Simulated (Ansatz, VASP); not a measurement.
Two plane-wave programs on Sn

INCAR

```
PREC = Accurate
ENCUT = 520
EDIFF = 1E-6
ISMEAR = 0
SIGMA = 0.15
LREAL = F
LASPH = T
NELM = 60
ALGO = Fast
ISIF = 2
LWAVE = F
LCHARG = F
GGA = PS
NBANDS = 21
```

KPOINTS

```
Automatic mesh
0
Gamma
  16 16 16
```

Contents of POSCAR:

```
Sn
1.0
    0.0000000000      3.4016104510      3.2707792798
    3.4016104510      0.0000000000      3.2707792798
    3.4016104510      3.4016104510      0.0000000000
Sn
2
Direct
    0.5000000000      0.5000000000      0.5000000000
    0.7500000000      0.7500000000      0.7500000000
```

Input for Ansatz:

```yaml
crystal:
  lattice:
    - [0.0, 3.401610451, 3.2707792798]
    - [3.401610451, 0.0, 3.2707792798]
    - [3.401610451, 3.401610451, 0.0]
  atoms:
    - { symbol: Sn, position: [0.5, 0.5, 0.5] }
    - { symbol: Sn, position: [0.75, 0.75, 0.75] }
basis:
  ecutwfc: 420
kpoints:
  mp_grid: { grid: [16, 16, 16] }
hamiltonian:
  xc: pbesol
scf:
  occupations: { method: gaussian, width: 0.15 }
output:
  forces: true
  stress: true
  eigenvalues: true
```

Change from the starting cell: strain +0.040 along x and y, +0.000 along z, atoms carried along.

Alike in both runs: task single point; functional PBEsol; k mesh 16 × 16 × 16; occupations gaussian, width 0.15 eV; no spin polarisation.

|  | VASP | Ansatz |
| --- | --- | --- |
| version | VASP 6.6.1 | Ansatz 0.2.0 |
| potentials or method | VASP PAW PBE potentials, release 64 (Sn_d), cutoff 520 eV | scalar-relativistic, plane waves, PAW |
| valence electrons in the cell | 28 | 28 |

Ansatz gave:

| Item | Value |
| --- | --- |
| gap on the k mesh at the Fermi level (eV) | none |
| pressure (GPa) | -2.7 |
| traceless stress, the component that is largest in VASP (GPa) | 0.73 |

Problem. Which values does VASP return?

Solution. gap on the k mesh at the Fermi level (eV): none; pressure (GPa): -2.8; traceless stress, the component that is largest in VASP (GPa): 0.73.

VASP's potentials were made for PBE, not for PBEsol. A gap of «none» marks a metal or a gap that the smearing closes. The functional is the same, so the differences come from potentials, cutoffs and numerics.
